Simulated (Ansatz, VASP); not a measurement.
**One calculation of ZrO2, two programs**

```
CELL_PARAMETERS angstrom
0.00000 2.55789 2.55789
2.55789 0.00000 2.55789
2.55789 2.55789 0.00000
ATOMIC_POSITIONS crystal
Zr 0.00000 0.00000 0.00000
O 0.25000 0.25000 0.25000
O 0.75000 0.75000 0.75000
```

Alike in both runs: functional PBE; k mesh 8 × 8 × 8; occupations gaussian, width 0.02 eV; no spin polarisation.

Ansatz relaxed the structure, and its values are those at the end. VASP's run is a single point on that final structure, the one shown.

```csv
,VASP,Ansatz
version,VASP 6.6.1,Ansatz 0.2.0
potentials or method,"VASP PAW PBE potentials, release 64 (Zr_sv, O), cutoff 600 eV","scalar-relativistic, plane waves, PAW"
valence electrons in the cell,24,24
```

Ansatz gave:

| Item | Value |
| --- | --- |
| gap on the k mesh at the Fermi level (eV) | 3.32 |
| least direct gap on the mesh (eV) | 3.75 |
| pressure (GPa) | 0.0 |

Question: What did VASP give for the same quantities?

Answer: gap on the k mesh at the Fermi level (eV): 3.31; least direct gap on the mesh (eV): 3.74; pressure (GPa): 0.1.

With one functional, cell and mesh, what is left measures potentials, basis and numerics.
